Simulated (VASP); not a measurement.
Wanted: the native input for a VASP 6.6.1 run.

```
Task                   : single point
Functional             : r2SCAN
Potentials or basis    : VASP PAW PBE potentials, release 64 (Mg, S)
Cutoff                 : 520 eV
k mesh                 : 8 × 8 × 8
Occupations            : fermi-dirac, width 0.02 eV
Spin                   : no spin polarisation
Dipole correction      : no
Further INCAR settings : ALGO = Normal; EDIFF = 1e-07; NBANDS = 11
```

Crystal: MgS.

```
Mg S
1.0
     3.26282    0.00000    0.00000
     0.00000    3.26282    0.00000
     0.00000    0.00000    3.26282
Mg S
1 1
Direct
  0.00000 0.00000 0.00000
  0.50000 0.50000 0.50000
```

These files were run (other wordings do the same):

POSCAR

```
MgS
1.0
    3.2628174056      0.0000000000      0.0000000000
    0.0000000000      3.2628174056      0.0000000000
    0.0000000000      0.0000000000      3.2628174056
Mg S
1 1
Direct
    0.0000000000      0.0000000000      0.0000000000
    0.5000000000      0.5000000000      0.5000000000
```

INCAR.step1

```
PREC = Accurate ; ENCUT = 520
ISMEAR = -1 ; SIGMA = 0.02
LREAL = False ; LASPH = True
NELM = 100 ; NBANDS = 11
GGA = PE ; ALGO = Normal
EDIFF = 1E-4 ; LWAVE = True
LCHARG = False
```

INCAR.step2

```
PREC = Accurate ; ENCUT = 520
EDIFF = 1E-7 ; ISMEAR = -1
SIGMA = 0.02 ; LREAL = False
LASPH = True ; NELM = 100
ALGO = Normal ; ISIF = 2
LWAVE = False ; LCHARG = False
METAGGA = R2SCAN ; LMIXTAU = True
NBANDS = 11 ; ISTART = 1
```

KPOINTS

```
Automatic mesh
0
Gamma
  8 8 8
```

Potentials or basis: VASP PAW PBE potentials, release 64 (Mg, S).

Run with:

```sh
$ cat potpaw_PBE.64/Mg/POTCAR potpaw_PBE.64/S/POTCAR > POTCAR
$ cp INCAR.step1 INCAR
$ mpirun -np 1 vasp_std > vasp.out
$ cp INCAR.step2 INCAR
$ mpirun -np 1 vasp_std > vasp.out
```

It gave:

- Pressure: -0.4 GPa
- Band gap on the k mesh: 0.13 eV, indirect (least direct gap 0.15 eV)

Caveat: the PAW data sets were made with another functional, which shifts forces and pressure a little.

Wall time 69 s on 1 thread of Intel Xeon 6975P-C, on a shared host, peak memory 0.15 GiB.
